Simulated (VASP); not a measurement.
Wanted: the native input for a VASP 6.6.1 run.

```
Task                   : single point
Functional             : PBE
Potentials or basis    : VASP PAW PBE potentials, release 64 (Mg, S)
Cutoff                 : 520 eV
k mesh                 : 2 × 2 × 2, shifted
Occupations            : fermi-dirac, width 0.0388 eV
Spin                   : no spin polarisation
Dipole correction      : no
Further INCAR settings : LREAL = Auto; ALGO = Normal; EDIFF = 1e-07; NBANDS = 46
```

The structure of MgS lies in POSCAR:

```
MgS
1.0
    5.2205868380      0.0000000000     -5.2205868380
    0.0000000000      5.2205868380     -5.2205868380
    5.2205868380      5.2205868380      0.0000000000
Mg S
8 8
Direct
    0.4945852986      0.4945755296      0.0259533084
    0.4914248301      0.4912920864      0.4909007511
    0.4974002120      0.0019610822      0.0147215251
    0.5161232987      0.0132507134      0.4782585900
    0.0175150807      0.5161687917     -0.0100988647
   -0.0161931029      0.4981234066      0.5101471506
    0.0012762933     -0.0107790564     -0.0167385397
    0.0051334267     -0.0083901487      0.5060993298
    0.2334531611      0.2602405711      0.7493583808
    0.2547114034      0.2530801691      0.2489869511
    0.2636241945      0.7538221511      0.7226032469
    0.2422124254      0.7492475696      0.2543691047
    0.7492436428      0.2471862915      0.7425763847
    0.7566069912      0.2523360957      0.2579745423
    0.7350065460      0.7392099049      0.7724444828
    0.7596334709      0.7477564537      0.2522604337
```

This cell differs from its parent crystal: dynamics (nve) at 450 K, volume x 1.01, from the last frame before.

These files were run (other wordings do the same):

INCAR

```
PREC = Accurate ; ENCUT = 520
EDIFF = 1E-7 ; ISMEAR = -1
SIGMA = 0.0388 ; LREAL = Auto
LASPH = True ; NELM = 80
ALGO = Normal ; ISIF = 2
LWAVE = False ; LCHARG = False
GGA = PE ; NBANDS = 46
```

KPOINTS

```
Automatic mesh
0
Gamma
  2 2 2
  0.5 0.5 0.5
```

Potentials or basis: VASP PAW PBE potentials, release 64 (Mg, S).

Run with:

```console
$ cat potpaw_PBE.64/Mg/POTCAR potpaw_PBE.64/S/POTCAR > POTCAR
$ mpirun -np 1 vasp_std > vasp.out
```

It gave:

| Quantity | Value |
| --- | --- |
| Pressure | 0.7 GPa |
| Largest force | 0.657 eV/Å |
| Band gap on the k mesh | 3.38 eV, indirect (the least direct gap lies 4.6 meV higher) |

Wall time 7.9 min on 1 thread of Intel Xeon 6975P-C, with other jobs on the host, peak memory 0.47 GiB.
